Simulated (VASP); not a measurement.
Crystal: Pb3F2.

```
CELL_PARAMETERS angstrom
7.57731 0.00000 0.00000
0.00000 7.57731 0.00000
0.00000 0.00000 4.42213
ATOMIC_POSITIONS crystal
Pb 0.37140 0.87140 0.50000
Pb 0.12860 0.37140 0.50000
Pb 0.62860 0.12860 0.50000
Pb 0.87140 0.62860 0.50000
Pb 0.00000 0.00000 0.50000
Pb 0.50000 0.50000 0.50000
F 0.17340 0.67340 0.00000
F 0.32660 0.17340 0.00000
F 0.82660 0.32660 0.00000
F 0.67340 0.82660 0.00000
```

Base run:

| Quantity | Value |
| --- | --- |
| Program | VASP 6.6.1 |
| Functional | PBE |
| Potentials or basis | VASP PAW PBE potentials, release 64 (Pb_d, F) |
| Cutoff | 520 eV |
| k mesh | 3 × 3 × 4 |
| Occupations | fermi-dirac, width 0.1 eV |
| Spin | no spin polarisation |

Its results: band gap on the k mesh zero (bands 56 and 57 overlap by 1.65 eV); pressure 1.4 GPa; largest force 1.841 eV/Å.

Q: The run is repeated on the same cell with these changes: functional from PBE to PBEsol; further incar settings from ALGO = Normal; EDIFF = 1e-06; NBANDS = 67 to ALGO = Normal; EDIFF = 1e-07; NBANDS = 67. What comes out?

A: Band gap on the k mesh zero (bands 56 and 57 overlap by 1.65 eV); pressure -1.3 GPa; largest force 1.760 eV/Å.

Caveats: spin-orbit coupling is left out, which moves the levels of the heavy elements; the stress differs along the axes, from -6 to 5 GPa (at least some runs); forces of over 1 eV/Å act on the atoms, so gaps and moduli don't describe the material at rest (at least some runs); the stress differs along the axes, from -8 to 2 GPa (at least some runs); the PAW data sets were made with another functional, which shifts forces and pressure a little (at least some runs).
